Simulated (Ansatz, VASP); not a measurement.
## One calculation of InSe, two programs

```
In Se
1.0
     5.98299   -2.09530    0.00000
     5.98299    2.09530    0.00000
    -1.63078    0.00000    4.40846
In Se
2 2
Direct
  0.88400 0.88400 0.00500
  0.11600 0.11600 0.99500
  0.66000 0.66000 0.64200
  0.34000 0.34000 0.35800
```

Change from the starting cell: volume scaled by 1.06, PAW files.

Alike in both runs: task electric field gradients; functional PBE; k mesh 7 × 7 × 6; occupations fermi-dirac, width 0.02 eV; no spin polarisation.

|  | VASP | Ansatz |
| --- | --- | --- |
| version | VASP 6.6.1 | Ansatz 0.2.0 |
| potentials or method | VASP PAW PBE potentials, release 64 (In_d, Se) | PAW with Ansatz's default frozen-core files, scalar-relativistic |
| plane-wave cutoff (eV) | 520 | 420 |
| valence electrons in the cell | 38 | 58 |

|  | VASP | Ansatz | Ansatz less VASP |
| --- | --- | --- | --- |
| gap on the k mesh at the Fermi level (eV) | 0.81 | 0.82 | +0.003 |
| pressure (GPa) | -0.3 | -0.3 | -0.02 |
| traceless stress, the component that is largest in VASP (GPa) | 1.65 | 1.63 | -0.012 |
| rms of the force components (eV/Å) | 0.350 | 0.352 | +0.0020 |
| size of Vzz on the site where it differs most (V/Å²) | 80.8 | 84.0 | +3.16 |

Atom by atom the forces differ by 0.006 eV/Å (rms over components). The functional is the same, so the differences come from potentials, cutoffs and numerics. VASP's potentials hold 38 valence electrons a cell and Ansatz's 58, so a difference there can come from the potentials and not from the codes.
